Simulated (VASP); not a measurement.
Here is a VASP 6.6.1 calculation.

Contents of INCAR:

```
PREC     = Accurate       # precision mode
ENCUT    = 520            # plane-wave cutoff, eV
EDIFF    = 1E-6           # SCF threshold, eV
ISMEAR   = -1             # smearing method
SIGMA    = 0.1            # smearing width, eV
LREAL    = False          # projectors in reciprocal space
LASPH    = True           # aspherical terms in the spheres
NELM     = 60             # most SCF steps
ALGO     = Normal         # electronic algorithm
ISIF     = 2              # what is computed and relaxed
LWAVE    = False          # write WAVECAR
LCHARG   = True           # write CHGCAR
GGA      = RP             # functional
LELF     = True           # ELF
LVHAR    = True         
NBANDS   = 11             # bands
```

File KPOINTS:

```
Automatic mesh
0
Gamma
  14 14 14
```

File POSCAR:

```
Ba
1.0
    0.0000000000      3.2601083639      3.2601083639
    3.2601083639      0.0000000000      3.2601083639
    3.2601083639      3.2601083639      0.0000000000
Ba
1
Direct
    0.0000000000      0.0000000000      0.0000000000
```

Potentials or basis: VASP PAW PBE potentials, release 64 (Ba_sv).

The run is started by

```sh
$ cat potpaw_PBE.64/Ba_sv/POTCAR > POTCAR
$ mpirun -np 1 vasp_std > vasp.out
```

Q: What does it give for the band gap on the k mesh?

A: Zero (band 5 reaches 1.53 eV, above the bottom of band 6 at 1.41 eV).

Q: Estimate the pressure.

A: 0.1 GPa.

Caveat: the PAW data sets were made with another functional, which shifts forces and pressure a little; spin-orbit coupling is left out, which moves the levels of the heavy elements.
